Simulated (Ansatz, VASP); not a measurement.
MgAl6N8: VASP beside Ansatz

```
Al N Mg
1.0
    -3.11000   -5.38668    0.00000
     4.66500   -2.69334    0.00000
     0.00000    0.00000    4.98000
Al N Mg
6 8 1
Direct
  0.49389 0.67562 0.99785
  0.23706 0.15879 0.99938
  0.24438 0.82436 0.50188
  0.99991 0.66388 0.00015
  0.00429 0.37290 0.53981
  0.76011 0.81816 0.49790
  0.50063 0.77813 0.34892
  0.47467 0.34127 0.97914
  0.12068 0.11342 0.35683
  0.24201 0.83457 0.86947
  0.00518 0.65439 0.37013
  0.00656 0.34165 0.88802
  0.89271 0.10908 0.36441
  0.75064 0.80063 0.86142
  0.73986 0.15487 0.99601
```

Alike in both runs: functional PBE; k mesh 2 × 2 × 2; occupations fermi-dirac, width 0.05 eV; no spin polarisation.

Ansatz relaxed the structure, and its values are those at the end. VASP's run is a single point on that final structure, the one shown.

|  | VASP | Ansatz |
| --- | --- | --- |
| version | VASP 6.6.1 | Ansatz 0.2.0 |
| potentials or method | VASP PAW PBE potentials, release 64 (Al, N, Mg_sv), cutoff 750 eV | scalar-relativistic, plane waves, PAW |
| valence electrons in the cell | 68 | 68 |

|  | VASP | Ansatz | Ansatz less VASP |
| --- | --- | --- | --- |
| rms of the force components (eV/Å) | 0.026 | 0.009 | -0.0166 |

The k mesh is coarse, so the values compare programs but aren't converged.
